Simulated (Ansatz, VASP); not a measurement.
## Two plane-wave programs on HfSi

File INCAR:

```
SYSTEM = HfSi
ALGO = Normal
EDIFF = 1E-6
ENCUT = 520
GGA = PS
ISIF = 2
ISMEAR = 0
LASPH = .TRUE.
LCHARG = .FALSE.
LREAL = .FALSE.
LWAVE = .FALSE.
NBANDS = 14
NELM = 80
PREC = Accurate
SIGMA = 0.05
```

KPOINTS

```
k-points
0
G
  6 6 6
  0 0 0
```

POSCAR

```
HfSi
1.0
    0.0000000000      2.9935777346      2.9935777346
    2.9935777346      0.0000000000      2.9935777346
    2.9935777346      2.9935777346      0.0000000000
Hf Si
1 1
Direct
    0.0000000000      0.0000000000      0.0000000000
    0.2500000000      0.2500000000      0.2500000000
```

Input for Ansatz:

```yaml
crystal:
  lattice:
    - [0.0, 2.9935777346, 2.9935777346]
    - [2.9935777346, 0.0, 2.9935777346]
    - [2.9935777346, 2.9935777346, 0.0]
  atoms:
    - { symbol: Hf, position: [0.0, 0.0, 0.0] }
    - { symbol: Si, position: [0.25, 0.25, 0.25] }
basis:
  ecutwfc: 420
kpoints:
  mp_grid: { grid: [6, 6, 6] }
hamiltonian:
  xc: pbesol
scf:
  occupations: { method: gaussian, width: 0.05 }
output:
  forces: true
  stress: true
  eigenvalues: true
```

Alike in both runs: task single point; functional PBEsol; k mesh 6 × 6 × 6; occupations gaussian, width 0.05 eV; no spin polarisation.

```csv
,VASP,Ansatz
version,VASP 6.6.1,Ansatz 0.2.0
potentials or method,"VASP PAW PBE potentials, release 64 (Hf_pv, Si), cutoff 520 eV","scalar-relativistic, plane waves, PAW"
valence electrons in the cell,14,30
```

|  | VASP | Ansatz | Ansatz less VASP |
| --- | --- | --- | --- |
| gap on the k mesh at the Fermi level (eV) | none | none | - |
| pressure (GPa) | -0.2 | -0.2 | +0.04 |

VASP's potentials were made for PBE, not for PBEsol. A gap of «none» marks a metal or a gap that the smearing closes. VASP's potentials hold 14 valence electrons a cell and Ansatz's 30, so a difference there can come from the potentials and not from the codes.

Neither program's run includes spin-orbit coupling.
